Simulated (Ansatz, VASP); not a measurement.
Two plane-wave programs on BaO

```
Ba O
1.0
     0.00000    2.77267    2.77267
     2.77267    0.00000    2.77267
     2.77267    2.77267    0.00000
Ba O
1 1
Cartesian
  2.7727 2.7727 2.7727
  0.0000 0.0000 0.0000
```

Alike in both runs: task single point; functional PBE; k mesh 6 × 6 × 6; occupations gaussian, width 0.05 eV; no spin polarisation.

|  | VASP | Ansatz |
| --- | --- | --- |
| version | VASP 6.6.1 | Ansatz 0.2.0 |
| potentials or method | VASP PAW PBE potentials, release 64 (Ba_sv, O), cutoff 600 eV | scalar-relativistic, plane waves, PAW |
| valence electrons in the cell | 16 | 16 |

|  | VASP | Ansatz | Ansatz less VASP |
| --- | --- | --- | --- |
| gap on the k mesh at the Fermi level (eV) | 1.99 | 2.05 | +0.065 |
| least direct gap on the mesh (eV) | 1.99 | 2.05 | +0.065 |
| pressure (GPa) | 2.7 | 1.1 | -1.62 |

Spin-orbit coupling is off throughout.
